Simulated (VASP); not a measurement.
# Ru (P6_3/mmc) in VASP: further runs

The runs below take Ru through relaxation of cell and atoms, single point, with PBE.

Program: VASP 6.6.1. These are calculated values, not measurements. Logs are shortened: lines on timing, memory, paths and dates and some standing lists are left out, and cuts for length are marked.

**1. The cell of the first run**

Symmetry: P6_3/mmc, No. 194, hexagonal system. Conventional cell: a = 2.704 Å, b = 2.704 Å, c = 4.282 Å, α = 90.00°, β = 90.00°, γ = 120.00°. Within 3.5 Å of Ru (site symmetry -6m2) lie 12 Ru at 2.65 to 2.70 Å.

**2. Relaxation of cell and atoms, PBE**

Input file INCAR:

```
SYSTEM = Ru
PREC     = Accurate       ! precision mode
ENCUT    = 600            ! plane-wave cutoff, eV
EDIFF    = 1E-7           ! SCF threshold, eV
ISMEAR   = -1             ! smearing method
SIGMA    = 0.1            ! smearing width, eV
LREAL    = .FALSE.        ! projectors in reciprocal space
LASPH    = .TRUE.         ! aspherical terms in the spheres
NELM     = 80             ! most SCF steps
ALGO     = Normal         ! electronic algorithm
ISIF     = 3              ! what is computed and relaxed
LWAVE    = .FALSE.        ! write WAVECAR
LCHARG   = .FALSE.        ! write CHGCAR
GGA      = PE             ! functional
IBRION   = 2              ! ionic algorithm
NSW      = 80             ! ionic steps
EDIFFG   = -0.01          ! ionic threshold
```

Input file KPOINTS:

```
Automatic mesh
0
G
  13 13 8
  0 0 0
```

Input file POSCAR:

```
Ru
1.0
    2.7038898633      0.0000000000      0.0000000000
   -1.3519449316      2.3416373106      0.0000000000
    0.0000000000      0.0000000000      4.2816800000
Ru
2
Direct
    0.3333333333      0.6666666667      0.2500000000
    0.6666666667      0.3333333333      0.7500000000
```

Potentials or basis: VASP PAW PBE potentials, release 64 (Ru_pv).

Run with:

```console
> cat potpaw_PBE.64/Ru_pv/POTCAR > POTCAR
> mpirun -np 1 vasp_std > vasp.out
```

OUTCAR:

```text
SYSTEM = Ru
   PREC = Accurate
   ENCUT = 600
   EDIFF = 1E-7
   ISMEAR = -1
   LREAL = .FALSE.
   LASPH = .TRUE.
   NELM = 80
   ISIF = 3
   GGA = PE
   IBRION = 2
   NSW = 80
   EDIFFG = -0.01

 ion  position               nearest neighbor table
   1  0.333  0.667  0.250-   2 2.65   2 2.65   2 2.65   2 2.65   2 2.65   2 2.65
   2  0.667  0.333  0.750-   1 2.65   1 2.65   1 2.65   1 2.65   1 2.65   1 2.65

  LATTYP: Found a hexagonal cell.
 ALAT       =     2.7038898633
 C/A-ratio  =     1.5835260371

  Lattice vectors:

 A1 = (   2.7038898633,   0.0000000000,   0.0000000000)
 A2 = (  -1.3519449316,   2.3416373106,   0.0000000000)
 A3 = (   0.0000000000,   0.0000000000,   4.2816800000)

Analysis of symmetry for initial positions (statically):
=====================================================================
 Subroutine PRICEL returns:
 Original cell was already a primitive cell.

 Routine SETGRP: Setting up the symmetry group for a
 hexagonal supercell.

 Subroutine GETGRP returns: Found 24 space group operations
 (whereof 12 operations were pure point group operations)
 out of a pool of 24 trial point group operations.

The static configuration has the point symmetry D_3d.
 The point group associated with its full space group is D_6h.

Analysis of symmetry for dynamics (positions and initial velocities):
=====================================================================
 Subroutine PRICEL returns:
 Original cell was already a primitive cell.

 Routine SETGRP: Setting up the symmetry group for a
 hexagonal supercell.

 Subroutine GETGRP returns: Found 24 space group operations
 (whereof 12 operations were pure point group operations)
 out of a pool of 24 trial point group operations.

The dynamic configuration has the point symmetry D_3d.
 The point group associated with its full space group is D_6h.

 Subroutine INISYM returns: Found 24 space group operations
 (whereof 12 operations are pure point group operations),
 and found     1 'primitive' translations

----------------------------------------------------------------------------------------

                                     Primitive cell

  volume of cell :      27.1096

  direct lattice vectors                    reciprocal lattice vectors
     2.703889863  0.000000000  0.000000000     0.369837549  0.213525809  0.000000000
    -1.351944932  2.341637311  0.000000000     0.000000000  0.427051617  0.000000000
     0.000000000  0.000000000  4.281680000     0.000000000  0.000000000  0.233553185

  length of vectors
     2.703889863  2.703889863  4.281680000     0.427051617  0.427051617  0.233553185

  position of ions in fractional coordinates (direct lattice)
     0.333333333  0.666666667  0.250000000
     0.666666667  0.333333333  0.750000000

  ion indices of the primitive-cell ions
   primitive index   ion index
                 1           1
                 2           2

----------------------------------------------------------------------------------------

 KPOINTS: Automatic mesh

Automatic generation of k-mesh.
 Grid dimensions read from file:
 generate k-points for:   13   13    8

 Generating k-lattice:

  Cartesian coordinates                     Fractional coordinates (reciprocal lattice)
     0.028449042  0.016425062  0.000000000     0.076923077  0.000000000  0.000000000
     0.000000000  0.032850124  0.000000000     0.000000000  0.076923077  0.000000000
     0.000000000  0.000000000  0.029194148     0.000000000  0.000000000  0.125000000

  Length of vectors
     0.032850124  0.032850124  0.029194148

  Shift w.r.t. Gamma in fractional coordinates (k-lattice)
     0.000000000  0.000000000  0.000000000

 Subroutine IBZKPT returns following result:
 ===========================================

 Found    105 irreducible k-points:

 Following reciprocal coordinates:
            Coordinates               Weight
  0.000000  0.000000  0.000000      1.000000
  0.076923  0.000000  0.000000      6.000000
  0.153846 -0.000000  0.000000      6.000000
  0.230769 -0.000000  0.000000      6.000000
  0.307692 -0.000000  0.000000      6.000000
  0.384615 -0.000000  0.000000      6.000000
[... 16 lines left out ...]
  0.076923  0.000000  0.125000     12.000000
  0.153846 -0.000000  0.125000     12.000000
 [... further k-points ...]
   k-points           NKPTS =    105   k-points in BZ     NKDIM =    105   number of bands    NBANDS=     18
   number of dos      NEDOS =    301   number of ions     NIONS =      2
   total plane-waves  NPLWV =  20736
   dimension x,y,z NGX =    24 NGY =   24 NGZ =   36
   dimension x,y,z NGXF=    48 NGYF=   48 NGZF=   72
   ions per type =               2
   NGX,Y,Z   is equivalent  to a cutoff of  14.76, 14.76, 13.98 a.u.
   NGXF,Y,Z  is equivalent  to a cutoff of  29.51, 29.51, 27.96 a.u.
 SYSTEM =  Ru
   PREC   = accura    normal or accurate (medium, high low for compatibility)
   ISTART =      0    job   : 0-new  1-cont  2-samecut
   ICHARG =      2    charge: 1-file 2-atom 10-const
   ISPIN  =      1    spin polarized calculation?
   LNONCOLLINEAR =      F non collinear calculations
   LSORBIT =      F    spin-orbit coupling
   LASPH  =      T    aspherical Exc in radial PAW
   ENCUT  =  600.0 eV  44.10 Ry    6.64 a.u.   5.40  5.40  8.55*2*pi/ulx,y,z
   NELM   =     80;   NELMIN=  2; NELMDL= -5     # of ELM steps
   EDIFF  = 0.1E-06   stopping-criterion for ELM
   LREAL  =      F    real-space projection
   EDIFFG = -.1E-01   stopping-criterion for IOM
   NSW    =     80    number of steps for IOM
   IBRION =      2    ionic relax: 0-MD 1-quasi-New 2-CG
   NFREE  =      1    steps in history (QN), initial steepest desc. (CG)
   ISIF   =      3    stress and relaxation
   ISYM   =      2    0-nonsym 1-usesym 2-fastsym
   POTIM  = 0.5000    time-step for ionic-motion
   TEBEG  =    0.0;   TEEND  =   0.0 temperature during run
   PSTRESS=    0.0 pullay stress
   NELECT =      28.0000    total number of electrons
   NUPDOWN=      -1.0000    fix difference up-down
   EMIN   =  10.00;   EMAX   =-10.00  energy-range for DOS
   EFERMI =   0.00;   METHOD = LEGACY
   ISMEAR =    -1;   SIGMA  =   0.10  broadening in eV -4-tet -1-fermi 0-gaus
   EFERMI_NEDOS =   21; number of points for ismear=-14 and -15
   IALGO  =     38    algorithm
   IMIX   =      4    mixing-type and parameters
     AMIX     =   0.40;   BMIX     =  1.00
     AMIX_MAG =   1.60;   BMIX_MAG =  1.00
  volume/ion in A,a.u.               =      13.55        91.47
  Fermi-wavevector in a.u.,A,eV,Ry     =   1.654829  3.127174 37.259015  2.738460
  Thomas-Fermi vector in A             =   2.743030
   LORBIT       =      0    0 simple, 1 ext, 2 COOP (PROOUT), +10 PAW based schemes
   GGA     = PE    functional components
   LHFCALC =     F    Hartree Fock is set to
   AEXX    =    0.0000 exact exchange contribution
   IVDW    =     0    specifies the selected vdW correction
   LEPSILON=     F    determine dielectric tensor
   LRPA    =     F    only Hartree local field effects (RPA)
 conjugate gradient relaxation of ions
 non-spin polarized calculation
  energy-cutoff  :      600.00
  volume of cell :       27.11
 maximum number of plane-waves:       929
 NGX is ok and might be reduce to    24
   NGX = 11   NGY = 11   NGZ = 17

--------------------------------------- Ionic step        1  -------------------------------------------

 number of electron      28.0000002 magnetization

 Free energy of the ion-electron system (eV)
  ---------------------------------------------------
  ext. energy  EPLUGINS =         0.00000000
  ---------------------------------------------------
  free energy    TOTEN  =       -18.48685902 eV

  energy without entropy =      -18.43153059  energy(sigma->0) =      -18.45919481

------------------------ aborting loop because EDIFF is reached ----------------------------------------

  FORCE on cell =-STRESS in cart. coord.  units (eV):
  Direction    XX          YY          ZZ          XY          YZ          ZX
  --------------------------------------------------------------------------------------
  -------------------------------------------------------------------------------------
  Total        0.9876415      0.9876415      0.5916115      0.0000000      0.0000000      0.0000000
  in kB       58.3696510     58.3696510     34.9642626      0.0000000      0.0000000      0.0000000
  external PRESSURE =      50.5678548 kB  Pullay stress =       0.0000000 kB
[... 165 lines left out ...]
  energy  without entropy=      -18.4383393540  energy(sigma->0) =      -18.46623319

--------------------------------------- Ionic step        6  -------------------------------------------

 number of electron      28.0000004 magnetization

 Free energy of the ion-electron system (eV)
  ---------------------------------------------------
  ext. energy  EPLUGINS =         0.00000000
  ---------------------------------------------------
  free energy    TOTEN  =       -18.49423899 eV

  energy without entropy =      -18.43820340  energy(sigma->0) =      -18.46622120

 E-fermi :  12.6181     XC(G=0): -14.0321

 val. band max:       12.5809585451   @ k =   0.4615   0.0769   0.2500
 cond. band min:      12.6252533267   @ k =   0.0769   0.0000   0.3750
 fundamental gap:      0.0442947816
 Fermi energy:        12.6180964180

 k-point     1 :       0.0000    0.0000    0.0000
  band No.  band energies     occupation
      1     -31.0171      2.00000
      2     -30.1255      2.00000
      3     -30.1255      2.00000
      4     -29.9585      2.00000
      5     -29.9585      2.00000
      6     -29.9147      2.00000
[... 10 lines left out ...]
     17      13.7423      0.00003
     18      13.9194      0.00000
[... 466 lines left out ...]
      2     -30.2659      2.00000
      3     -30.1686      2.00000
      4     -30.1430      2.00000
      5     -29.9874      2.00000
      6     -29.9679      2.00000
[... 10 lines left out ...]
     17      13.9759      0.00000
     18      16.8385      0.00000

 [... further k-points ...]
[... 5 lines left out ...]
  --------------------------------------------------------------------------------------
  -------------------------------------------------------------------------------------
  Total        0.0037165      0.0037165      0.0014638      0.0000000      0.0000000      0.0000000
  in kB        0.2162223      0.2162223      0.0851641      0.0000000      0.0000000      0.0000000
  external PRESSURE =       0.1725362 kB  Pullay stress =       0.0000000 kB
[... 17 lines left out ...]
  FREE ENERGIE OF THE ION-ELECTRON SYSTEM (eV)
  ---------------------------------------------------
  free  energy   TOTEN  =       -18.4942389927 eV

  energy  without entropy=      -18.4382033997  energy(sigma->0) =      -18.46622120

 reached required accuracy - stopping structural energy minimisation
```

Wall time 2.3 min (1 thread of Intel Xeon Platinum 8488C (Sapphire Rapids), shared host); peak memory 0.19 GiB.

Results:

```
Free energy                            : -18.4942 eV
Relaxed volume                         : 13.77 Å³/atom
Relaxed cell                           : a = 2.723 Å, b = 2.723 Å, c = 4.289 Å, α = 90.00°, β = 90.00°, γ = 120.00°
Space group after relaxing (to 0.05 Å) : P6_3/mmc (No. 194)
Energy gained by relaxing              : 3.7 meV/atom
Ionic steps                            : 6
Pressure after relaxing                : 0.0 GPa
Band gap on the k mesh                 : zero (band 14 reaches 14.07 eV, above the bottom of band 15 at 11.06 eV)
```

The path:
| step | energy change (eV) | largest force (eV/Å) | pressure (GPa) | volume (Å³) |
| --- | --- | --- | --- | --- |
| 1 | 0.0000 | 0.0000 | 5.06 | 27.11 |
| 2 | 0.0459 | 0.0000 | -12.67 | 28.82 |
| 3 | -0.0071 | 0.0000 | -0.23 | 27.56 |
| 4 | -0.0071 | 0.0000 | -0.12 | 27.55 |
| 5 | -0.0073 | 0.0000 | 0.12 | 27.53 |
| 6 | -0.0074 | 0.0000 | 0.02 | 27.54 |

Final structure:
```
Ru
1.0
     2.72301    0.00000    0.00000
    -1.36151    2.35820    0.00000
     0.00000    0.00000    4.28854
Ru
2
Direct
  0.33333 0.66667 0.25000
  0.66667 0.33333 0.75000
```

PBE usually gives volumes a little too large and moduli too small. Zero-point motion and thermal expansion aren't in these numbers.

**3. Single point, PBE**

This run uses another cell than the first one, of 13.78 Å³/atom, 1.016 times its volume.

Input file INCAR:

```
SYSTEM = Ru
PREC     = Accurate       ! precision mode
ENCUT    = 520            ! plane-wave cutoff, eV
EDIFF    = 1E-6           ! SCF threshold, eV
ISMEAR   = -1             ! smearing method
SIGMA    = 0.1            ! smearing width, eV
LREAL    = .False.        ! projectors in reciprocal space
LASPH    = .True.         ! aspherical terms in the spheres
NELM     = 100            ! most SCF steps
ALGO     = Normal         ! electronic algorithm
ISIF     = 2              ! what is computed and relaxed
LWAVE    = .False.        ! write WAVECAR
LCHARG   = .False.        ! write CHGCAR
GGA      = PE             ! functional
NBANDS   = 21             ! bands
```

Input file KPOINTS:

```
regular mesh
0
Gamma
  22 22 12
  0 0 0
```

Input file POSCAR:

```
Ru
1.0
    2.7235595773      0.0000000000      0.0000000000
   -1.3617797886      2.3586717827      0.0000000000
    0.0000000000      0.0000000000      4.2890849677
Ru
2
Direct
    0.3333333333      0.6666666667      0.2500000000
    0.6666666667      0.3333333333      0.7500000000
```

Potentials or basis: VASP PAW PBE potentials, release 64 (Ru_pv).

Run with:

```console
> cat potpaw_PBE.64/Ru_pv/POTCAR > POTCAR
> mpirun -np 1 vasp_std > vasp.out
```

It took 2.1 min on 1 thread of Intel Xeon Platinum 8488C (Sapphire Rapids), shared host; peak memory 0.26 GiB.

Results (log left out):

| Quantity | Value |
| --- | --- |
| Free energy | -18.4970 eV |
| Pressure | -0.1 GPa |
| Band gap on the k mesh | zero (band 14 reaches 14.12 eV, above the bottom of band 15 at 11.00 eV) |

Stress tensor (GPa, compression positive):
```
-0.39  0.00  0.00
 0.00 -0.39  0.00
 0.00  0.00  0.40
```

Levels at points of the mesh, in eV from the Fermi level:
```tsv
k point	band 12	band 13	band 14	band 15	band 16	band 17
(0.00, 0.00, 0.00)	-1.88	-1.88	-1.41	-1.41	1.15	1.15
(0.50, 0.00, 0.00)	-1.79	-1.48	1.35	1.77	1.88	3.96
(0.00, 0.00, 0.50)	-2.73	-2.65	-2.65	0.52	0.52	0.52
(0.50, 0.00, 0.50)	-1.06	0.43	0.43	1.61	1.61	3.32
```
